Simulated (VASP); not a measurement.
# Bi (P4/mmm) in VASP: a series of runs

The runs below take Bi through single point, relaxation of cell and atoms, with PBE.

All numbers are computed with VASP 6.6.1; they aren't measurements. Logs are shortened: lines on timing, memory, paths and dates and some standing lists are left out, and cuts for length are marked.

## Step 1: The cell of the first run

Symmetry: P4/mmm, No. 123, tetragonal system. Conventional cell: a = 2.649 Å, b = 2.649 Å, c = 4.865 Å, α = 90.00°, β = 90.00°, γ = 90.00°. Bi (site symmetry 4/mmm) has 4 Bi at 2.65 Å within 3.5 Å.

## Step 2: Single point, PBE

INCAR

```
SYSTEM = Bi
ALGO     = Fast           ! electronic algorithm
EDIFF    = 1E-7           ! SCF threshold, eV
ENCUT    = 520            ! plane-wave cutoff, eV
GGA      = PE             ! functional
ISIF     = 2              ! what is computed and relaxed
ISMEAR   = 0              ! smearing method
LASPH    = .TRUE.         ! aspherical terms in the spheres
LCHARG   = .FALSE.        ! write CHGCAR
LREAL    = .FALSE.        ! projectors in reciprocal space
LWAVE    = .FALSE.        ! write WAVECAR
NBANDS   = 14             ! bands
NELM     = 80             ! most SCF steps
PREC     = Accurate       ! precision mode
SIGMA    = 0.1            ! smearing width, eV
```

KPOINTS

```
k-points
0
G
  6 6 4
  0 0 0
```

POSCAR

```
Bi
1.0
    2.6485351900      0.0000000000      0.0000000000
    0.0000000000      2.6485351900      0.0000000000
    0.0000000000      0.0000000000      4.8650108800
Bi
1
Direct
    0.0000000000      0.0000000000      0.5000000000
```

Potentials or basis: VASP PAW PBE potentials, release 64 (Bi_d).

On the command line:

```bash
$ cat potpaw_PBE.64/Bi_d/POTCAR > POTCAR
$ mpirun -np 1 vasp_std > vasp.out
```

OUTCAR:

```text
SYSTEM = Bi
   EDIFF = 1E-7
   ENCUT = 520
   GGA = PE
   ISIF = 2
   ISMEAR = 0
   LASPH = .TRUE.
   LREAL = .FALSE.
   NELM = 80
   PREC = Accurate

 ion  position               nearest neighbor table
   1  0.000  0.000  0.500-

  LATTYP: Found a simple tetragonal cell.
 ALAT       =     2.6485351900
 C/A-ratio  =     1.8368685069

  Lattice vectors:

 A1 = (   2.6485351900,   0.0000000000,   0.0000000000)
 A2 = (   0.0000000000,   2.6485351900,   0.0000000000)
 A3 = (   0.0000000000,   0.0000000000,   4.8650108800)

Analysis of symmetry for initial positions (statically):
=====================================================================
 Subroutine PRICEL returns:
 Original cell was already a primitive cell.

 Routine SETGRP: Setting up the symmetry group for a
 simple tetragonal supercell.

 Subroutine GETGRP returns: Found 16 space group operations
 (whereof 16 operations were pure point group operations)
 out of a pool of 16 trial point group operations.

The static configuration has the point symmetry D_4h.

Analysis of symmetry for dynamics (positions and initial velocities):
=====================================================================
 Subroutine PRICEL returns:
 Original cell was already a primitive cell.

 Routine SETGRP: Setting up the symmetry group for a
 simple tetragonal supercell.

 Subroutine GETGRP returns: Found 16 space group operations
 (whereof 16 operations were pure point group operations)
 out of a pool of 16 trial point group operations.

The dynamic configuration has the point symmetry D_4h.

 Subroutine INISYM returns: Found 16 space group operations
 (whereof 16 operations are pure point group operations),
 and found     1 'primitive' translations

----------------------------------------------------------------------------------------

                                     Primitive cell

  volume of cell :      34.1268

  direct lattice vectors                    reciprocal lattice vectors
     2.648535190  0.000000000  0.000000000     0.377567194  0.000000000  0.000000000
     0.000000000  2.648535190  0.000000000     0.000000000  0.377567194  0.000000000
     0.000000000  0.000000000  4.865010880     0.000000000  0.000000000  0.205549386

  length of vectors
     2.648535190  2.648535190  4.865010880     0.377567194  0.377567194  0.205549386

  position of ions in fractional coordinates (direct lattice)
     0.000000000  0.000000000  0.500000000

[... 83 lines left out ...]
   POTIM  = 0.5000    time-step for ionic-motion
   TEBEG  =    0.0;   TEEND  =   0.0 temperature during run
   PSTRESS=    0.0 pullay stress
   NELECT =      15.0000    total number of electrons
   NUPDOWN=      -1.0000    fix difference up-down
   EMIN   =  10.00;   EMAX   =-10.00  energy-range for DOS
   EFERMI =   0.00;   METHOD = LEGACY
   ISMEAR =     0;   SIGMA  =   0.10  broadening in eV -4-tet -1-fermi 0-gaus
   EFERMI_NEDOS =   21; number of points for ismear=-14 and -15
   IALGO  =     68    algorithm
   IMIX   =      4    mixing-type and parameters
     AMIX     =   0.40;   BMIX     =  1.00
     AMIX_MAG =   1.60;   BMIX_MAG =  1.00
  volume/ion in A,a.u.               =      34.13       230.30
  Fermi-wavevector in a.u.,A,eV,Ry     =   1.244725  2.352190 21.080061  1.549341
  Thomas-Fermi vector in A             =   2.378979
   LORBIT       =      0    0 simple, 1 ext, 2 COOP (PROOUT), +10 PAW based schemes
   GGA     = PE    functional components
   LHFCALC =     F    Hartree Fock is set to
   AEXX    =    0.0000 exact exchange contribution
   IVDW    =     0    specifies the selected vdW correction
   LEPSILON=     F    determine dielectric tensor
   LRPA    =     F    only Hartree local field effects (RPA)
 non-spin polarized calculation
 RMM-DIIS sequential band-by-band and
 Gauss-broadening in eV      SIGMA  =   0.10
  energy-cutoff  :      520.00
  volume of cell :       34.13
 maximum number of plane-waves:       932
 NGX is ok and might be reduce to    20
   NGX =  9   NGY =  9   NGZ = 19

 number of electron      15.0000008 magnetization

 Free energy of the ion-electron system (eV)
  ---------------------------------------------------
  ext. energy  EPLUGINS =         0.00000000
  ---------------------------------------------------
  free energy    TOTEN  =        -1.84054931 eV

  energy without entropy =       -1.83516020  energy(sigma->0) =       -1.83785475

 E-fermi :   7.0707     XC(G=0):  -9.1713

 val. band max:        6.9206665889   @ k =   0.5000   0.0000   0.0000
 cond. band min:       7.0838156039   @ k =   0.3333   0.3333   0.0000
 fundamental gap:      0.1631490150
 Fermi energy:         7.0707461896

 k-point     1 :       0.0000    0.0000    0.0000
  band No.  band energies     occupation
      1     -17.9917      2.00000
      2     -17.1546      2.00000
      3     -16.2188      2.00000
      4     -16.2188      2.00000
      5     -16.1266      2.00000
      6      -8.9177      2.00000
      7       2.7473      2.00000
      8       8.4940      0.00000
      9      14.4511      0.00000
     10      14.4511      0.00000
     11      20.4600      0.00000
     12      20.5543      0.00000
     13      20.9318      0.00000
     14      21.9337      0.00000
[... 377 lines left out ...]
      1     -17.4855      2.00000
      2     -16.8662      2.00000
      3     -16.6488      2.00000
      4     -16.1626      2.00000
      5     -16.0097      2.00000
      6      -3.7242      2.00000
      7      -0.4063      2.00000
      8       5.9264      2.00000
      9      10.2467      0.00000
     10      17.9718      0.00000
     11      18.0849      0.00000
     12      18.8529      0.00000
     13      20.1181      0.00000
     14      20.2576      0.00000

 [... further k-points ...]

------------------------ aborting loop because EDIFF is reached ----------------------------------------

  FORCE on cell =-STRESS in cart. coord.  units (eV):
  Direction    XX          YY          ZZ          XY          YZ          ZX
  --------------------------------------------------------------------------------------
  -------------------------------------------------------------------------------------
  Total       11.1387087     11.1387087     -0.2382732      0.0000000      0.0000000      0.0000000
  in kB      522.9379003    522.9379003    -11.1864024      0.0000000      0.0000000      0.0000000
  external PRESSURE =     344.8964660 kB  Pullay stress =       0.0000000 kB

 VOLUME and BASIS-vectors are now :
 -----------------------------------------------------------------------------
  energy-cutoff  :      520.00
  volume of cell :       34.13
      direct lattice vectors                 reciprocal lattice vectors
     2.648535190  0.000000000  0.000000000     0.377567194  0.000000000  0.000000000
     0.000000000  2.648535190  0.000000000     0.000000000  0.377567194  0.000000000
     0.000000000  0.000000000  4.865010880     0.000000000  0.000000000  0.205549386

 POSITION                                       TOTAL-FORCE (eV/Angst)
 -----------------------------------------------------------------------------------
      0.00000      0.00000      2.43251         0.000000      0.000000      0.000000
 -----------------------------------------------------------------------------------
    total drift:                               -0.000000      0.000000      0.000000

  FREE ENERGIE OF THE ION-ELECTRON SYSTEM (eV)
  ---------------------------------------------------
  free  energy   TOTEN  =        -1.8405493076 eV

  energy  without entropy=       -1.8351601991  energy(sigma->0) =       -1.83785475
```

OSZICAR:

```text
N       E                     dE             d eps       ncg     rms          rms(c)
DAV:   1     0.123584296611E+03    0.12358E+03   -0.81337E+03   840   0.123E+03
DAV:   2     0.623586020042E+01   -0.11735E+03   -0.11197E+03   888   0.342E+02
DAV:   3    -0.167054269276E+01   -0.79064E+01   -0.78645E+01  1086   0.887E+01
DAV:   4    -0.188057813921E+01   -0.21004E+00   -0.20992E+00  1058   0.153E+01
DAV:   5    -0.188703284424E+01   -0.64547E-02   -0.64541E-02  1160   0.234E+00    0.134E+00
RMM:   6    -0.185336686157E+01    0.33666E-01   -0.11734E-02  1014   0.106E+00    0.761E-01
RMM:   7    -0.183992406024E+01    0.13443E-01   -0.19529E-02  1024   0.129E+00    0.126E-01
RMM:   8    -0.184042670246E+01   -0.50264E-03   -0.31377E-03  1144   0.475E-01    0.304E-02
RMM:   9    -0.184054540037E+01   -0.11870E-03   -0.70781E-04  1273   0.219E-01    0.205E-02
RMM:  10    -0.184054694426E+01   -0.15439E-05   -0.91095E-05  1234   0.906E-02    0.337E-03
RMM:  11    -0.184054923387E+01   -0.22896E-05   -0.21484E-05  1335   0.336E-02    0.133E-03
RMM:  12    -0.184054936099E+01   -0.12712E-06   -0.24190E-06  1240   0.129E-02    0.702E-04
RMM:  13    -0.184054930764E+01    0.53349E-07   -0.74009E-07   944   0.619E-03
   1 F= -.18405493E+01 E0= -.18378548E+01  d E =-.538911E-02
```

stdout:

```text
POSCAR found type information on POSCAR Bi
 POSCAR found :  1 types and       1 ions
 scaLAPACK will be used
 LDA part: xc-table for (Slater+PW92), standard interpolation
 POSCAR, INCAR and KPOINTS ok, starting setup
 FFT: planning ... GRIDC
 FFT: planning ... GRID_SOFT
 FFT: planning ... GRID
 WAVECAR not read
 entering main loop
```

Wall time 9.2 s (1 thread of Intel Xeon Platinum 8559C (Emerald Rapids), shared host); peak memory 0.13 GiB.

What came out:

* Free energy: -1.8405 eV
* Pressure: 34.5 GPa

Levels at points of the mesh, in eV from the Fermi level:
```
           k point  band 3  band 4  band 5  band 6  band 7  band 8  band 9  band 10  band 11  band 12
(0.00, 0.00, 0.00)  -23.29  -23.29  -23.20  -15.99   -4.32    1.42    7.38     7.38    13.39    13.48
(0.50, 0.00, 0.00)  -23.72  -23.23  -23.08  -10.86   -7.55   -0.15    5.37     6.14     6.56    11.73
(0.50, 0.50, 0.00)  -23.84  -23.15  -22.64   -5.51   -3.78   -3.78    3.63     4.35     8.38    10.14
(0.00, 0.00, 0.50)  -23.29  -23.29  -23.20  -15.92   -5.42    6.16    7.46     7.46     7.98    13.41
(0.50, 0.00, 0.50)  -23.72  -23.23  -23.08  -10.79   -7.48   -1.14    3.18    10.90    11.01    11.78
(0.50, 0.50, 0.50)  -23.84  -23.15  -22.64   -5.43   -3.72   -3.72    3.34     3.89     7.13     8.01
```

Caveat: the k points lie up to 0.40 Å⁻¹ apart; spin-orbit coupling is left out, which moves the levels of the heavy elements.

## Step 3: Single point, PBE

This run uses another cell than the first one, of 35.58 Å³/atom, 1.042 times its volume.

INCAR

```
PREC     = Accurate       # precision mode
ENCUT    = 520            # plane-wave cutoff, eV
EDIFF    = 1E-7           # SCF threshold, eV
ISMEAR   = 0              # smearing method
SIGMA    = 0.1            # smearing width, eV
LREAL    = F              # projectors in reciprocal space
LASPH    = T              # aspherical terms in the spheres
NELM     = 80             # most SCF steps
ALGO     = Fast           # electronic algorithm
ISIF     = 2              # what is computed and relaxed
LWAVE    = F              # write WAVECAR
LCHARG   = T              # write CHGCAR
GGA      = PE             # functional
LELF     = T              # ELF
LVHAR    = T            
NBANDS   = 14             # bands
```

KPOINTS

```
Automatic mesh
0
Gamma
  6 6 4
```

POSCAR

```
Bi
1.0
    3.1987720606      0.0000000000      0.0000000000
    0.0000000000      3.1987720606      0.0000000000
    0.0000000000      0.0000000000      3.4769454824
Bi
1
Direct
    0.0000000000      0.0000000000      0.5000000000
```

Potentials or basis: VASP PAW PBE potentials, release 64 (Bi_d).

On the command line:

```bash
$ cat potpaw_PBE.64/Bi_d/POTCAR > POTCAR
$ mpirun -np 1 vasp_std > vasp.out
```

Run time: 8.1 s. Hardware: 1 thread of Intel Xeon Platinum 8559C (Emerald Rapids), shared host; peak memory 0.13 GiB.

Results (log left out):

```
Free energy : -3.8228 eV
Pressure    : 0.0 GPa
```

Levels at points of the mesh, in eV from the Fermi level:
```tsv
k point	band 3	band 4	band 5	band 6	band 7	band 8	band 9	band 10	band 11	band 12
(0.00, 0.00, 0.00)	-22.30	-22.30	-22.27	-12.61	2.08	4.08	4.08	5.86	8.18	8.71
(0.50, 0.00, 0.00)	-22.37	-22.30	-22.29	-10.55	-4.51	4.08	6.15	9.11	9.22	10.93
(0.50, 0.50, 0.00)	-22.39	-22.37	-22.13	-8.48	-2.54	-2.54	3.33	6.13	11.55	11.55
(0.00, 0.00, 0.50)	-22.34	-22.34	-22.27	-11.35	-4.30	5.39	5.39	10.28	10.66	10.70
(0.50, 0.00, 0.50)	-22.37	-22.33	-22.20	-9.31	-3.18	-2.22	3.10	7.51	12.19	13.02
(0.50, 0.50, 0.50)	-22.44	-22.21	-22.13	-7.23	-1.31	-1.31	-0.23	5.42	5.92	5.92
```

Caveat: the k points lie up to 0.45 Å⁻¹ apart; spin-orbit coupling is left out, which moves the levels of the heavy elements.

## Step 4: Relaxation of cell and atoms, PBE

INCAR

```
  ALGO = Normal
  EDIFF = 1E-7
  EDIFFG = -0.04
  ENCUT = 600
  GGA = PE
  IBRION = 2
  ISIF = 3
  ISMEAR = 0
  LASPH = True
  LCHARG = False
  LREAL = False
  LWAVE = False
  NELM = 60
  NSW = 90
  PREC = Accurate
  SIGMA = 0.1
```

KPOINTS

```
k-points
0
Gamma
  6 6 4
```

POSCAR

```
Bi
1.0
    2.6485351900      0.0000000000      0.0000000000
    0.0000000000      2.6485351900      0.0000000000
    0.0000000000      0.0000000000      4.8650108800
Bi
1
Direct
    0.0000000000      0.0000000000      0.5000000000
```

On the command line:

```bash
$ cat potpaw_PBE.64/Bi_d/POTCAR > POTCAR
$ mpirun -np 1 vasp_std > vasp.out
```

It took 86 s on 1 thread of Intel Xeon Platinum 8559C (Emerald Rapids), shared host; peak memory 0.17 GiB.

The run converged. Its results:

```
Free energy                            : -3.8203 eV
Relaxed volume                         : 35.60 Å³/atom
Relaxed cell                           : a = 3.199 Å, b = 3.199 Å, c = 3.478 Å, α = 90.00°, β = 90.00°, γ = 90.00°
Space group after relaxing (to 0.05 Å) : P4/mmm (No. 123)
Energy gained by relaxing              : 1979.6 meV/atom
Ionic steps                            : 15
Pressure after relaxing                : 0.0 GPa
```

Step by step:
| step | energy change (eV) | largest force (eV/Å) | pressure (GPa) | volume (Å³) |
| --- | --- | --- | --- | --- |
| 1 | 0.0000 | 0.0000 | 34.55 | 34.13 |
| 2 | -0.4076 | 0.0000 | -5.24 | 79.84 |
| 3 | -1.6051 | 0.0000 | -2.34 | 50.67 |
| 4 | -1.6197 | 0.0000 | -1.49 | 49.46 |
| 5 | -1.6236 | 0.0000 | -0.68 | 48.44 |
| 6 | -1.6233 | 0.0000 | -0.94 | 48.75 |
| 7 | -1.6410 | 0.0000 | -1.14 | 47.51 |
| 8 | -1.7070 | 0.0000 | -1.53 | 44.22 |
| 9 | -1.9438 | 0.0000 | -0.99 | 37.58 |
| 10 | 1.1501 | 0.0000 | 72.08 | 24.08 |
| 11 | -1.9585 | 0.0000 | -0.73 | 37.02 |
| 12 | -1.9789 | 0.0000 | 0.51 | 35.20 |
| 13 | -1.9791 | 0.0000 | 0.26 | 35.47 |
| 14 | -1.9730 | 0.0000 | -0.77 | 36.09 |
| 15 | -1.9796 | 0.0000 | 0.02 | 35.60 |

Final structure:
```yaml
crystal:
  lattice:
    - [3.19943, 0.00000, 0.00000]
    - [0.00000, 3.19943, 0.00000]
    - [0.00000, 0.00000, 3.47795]
  atoms:
    - { symbol: Bi, position: [0.00000, 0.00000, 0.50000] }
```

Levels at points of the mesh, in eV from the Fermi level:
| k point | band 4 | band 5 | band 6 | band 7 | band 8 | band 9 | band 10 | band 11 |
| --- | --- | --- | --- | --- | --- | --- | --- | --- |
| (0.00, 0.00, 0.00) | -22.30 | -22.27 | -12.61 | 2.08 | 4.08 | 4.08 | 5.86 | 8.17 |
| (0.50, 0.00, 0.00) | -22.29 | -22.29 | -10.54 | -4.51 | 4.07 | 6.15 | 9.10 | 9.22 |
| (0.50, 0.50, 0.00) | -22.37 | -22.13 | -8.48 | -2.53 | -2.53 | 3.33 | 6.12 | 11.55 |
| (0.00, 0.00, 0.50) | -22.34 | -22.27 | -11.35 | -4.30 | 5.39 | 5.39 | 10.28 | 10.66 |
| (0.50, 0.00, 0.50) | -22.33 | -22.20 | -9.31 | -3.18 | -2.21 | 3.10 | 7.51 | 12.19 |
| (0.50, 0.50, 0.50) | -22.21 | -22.13 | -7.23 | -1.31 | -1.31 | -0.23 | 5.42 | 5.92 |

Caveat: the k points lie up to 0.45 Å⁻¹ apart in the final cell; spin-orbit coupling is left out, which moves the levels of the heavy elements.

## Step 5: Relaxation of cell and atoms, PBE

This run uses another cell than the first one, of 35.58 Å³/atom, 1.042 times its volume.

INCAR

```
ALGO = Normal
EDIFF = 1E-7
EDIFFG = -0.04
ENCUT = 600
GGA = PE
IBRION = 2
ISIF = 3
ISMEAR = 0
LASPH = T
LCHARG = F
LREAL = F
LWAVE = F
NELM = 100
NSW = 90
PREC = Accurate
SIGMA = 0.1
```

KPOINTS

```
k-points
0
Gamma
  6 6 6
```

POSCAR

```
Bi
1.0
    3.1987720606      0.0000000000      0.0000000000
    0.0000000000      3.1987720606      0.0000000000
    0.0000000000      0.0000000000      3.4769454824
Bi
1
Direct
    0.0000000000      0.0000000000      0.5000000000
```

On the command line:

```bash
$ cat potpaw_PBE.64/Bi_d/POTCAR > POTCAR
$ mpirun -np 1 vasp_std > vasp.out
```

It took 53 s on 1 thread of Intel Xeon Platinum 8559C (Emerald Rapids), shared host; peak memory 0.17 GiB.

Results (log left out):

| Property | Result |
| --- | --- |
| Free energy | -3.9050 eV |
| Relaxed volume | 35.28 Å³/atom |
| Relaxed cell | a = 3.282 Å, b = 3.282 Å, c = 3.274 Å, α = 90.00°, β = 90.00°, γ = 90.00° |
| Space group after relaxing (to 0.05 Å) | Pm-3m (No. 221) |
| Energy gained by relaxing | 34.6 meV/atom |
| Ionic steps | 7 |
| Pressure after relaxing | 0.0 GPa |

Stress tensor (GPa, compression positive):
```
-0.13  0.00  0.00
 0.00 -0.13  0.00
 0.00  0.00  0.15
```

Step by step:
| step | energy change (eV) | largest force (eV/Å) | pressure (GPa) | volume (Å³) |
| --- | --- | --- | --- | --- |
| 1 | 0.0000 | 0.0000 | 0.17 | 35.58 |
| 2 | -0.0310 | 0.0000 | -0.56 | 35.73 |
| 3 | -0.0333 | 0.0000 | -0.65 | 35.75 |
| 4 | -0.0304 | 0.0000 | -0.62 | 35.79 |
| 5 | -0.0336 | 0.0000 | -0.67 | 35.76 |
| 6 | -0.0341 | 0.0000 | 0.41 | 34.95 |
| 7 | -0.0346 | 0.0000 | -0.04 | 35.28 |

Final structure:
```
CELL_PARAMETERS angstrom
3.28242 0.00000 0.00000
0.00000 3.28242 0.00000
0.00000 0.00000 3.27410
ATOMIC_POSITIONS crystal
Bi 0.00000 0.00000 0.50000
```

Levels at points of the mesh, in eV from the Fermi level:
| k point | band 3 | band 4 | band 5 | band 6 | band 7 | band 8 | band 9 | band 10 | band 11 |
| --- | --- | --- | --- | --- | --- | --- | --- | --- | --- |
| (0.00, 0.00, 0.00) | -22.79 | -22.79 | -22.79 | -13.12 | 2.88 | 2.88 | 2.94 | 6.01 | 7.58 |
| (0.50, 0.00, 0.00) | -22.86 | -22.83 | -22.78 | -11.33 | -4.98 | 4.67 | 4.73 | 9.48 | 9.54 |
| (0.50, 0.50, 0.00) | -22.85 | -22.85 | -22.67 | -9.57 | -3.19 | -3.19 | 2.62 | 6.58 | 11.73 |
| (0.00, 0.00, 0.50) | -22.86 | -22.83 | -22.78 | -11.31 | -4.99 | 4.69 | 4.69 | 9.45 | 9.53 |
| (0.50, 0.00, 0.50) | -22.86 | -22.85 | -22.67 | -9.54 | -3.20 | -3.17 | 2.62 | 6.53 | 11.69 |
| (0.50, 0.50, 0.50) | -22.95 | -22.67 | -22.67 | -7.75 | -1.52 | -1.48 | -1.48 | 5.19 | 5.21 |

Caveat: spin-orbit coupling is left out, which moves the levels of the heavy elements.

## Step 6: Summary

| task | cell | k mesh | cutoff (eV) | gap on the mesh (eV) | pressure (GPa) | relaxed volume (Å³/atom) |
| --- | --- | --- | --- | --- | --- | --- |
| single point | a = 2.649, b = 2.649, c = 4.865 Å, 1 atom | 6 × 6 × 4 | 520 | none | 34.5 | - |
| single point | a = 3.199, b = 3.199, c = 3.477 Å, 1 atom | 6 × 6 × 4 | 520 | none | 0.0 | - |
| relaxation of cell and atoms | relaxed from a = 2.649, b = 2.649, c = 4.865 Å, 1 atom | 6 × 6 × 4 | 600 | none | 0.0 | 35.60 |
| relaxation of cell and atoms | relaxed from a = 3.199, b = 3.199, c = 3.477 Å, 1 atom | 6 × 6 × 6 | 600 | none | 0.0 | 35.28 |

Alike in all rows: level PBE; potentials or basis VASP PAW PBE potentials, release 64 (Bi_d); no spin polarisation; smearing gaussian 0.1 eV.

Caveats: some runs use coarse meshes; spin-orbit coupling is left out, which moves the levels of the heavy elements.

Absolute energies hang on the potentials; compare differences alone.
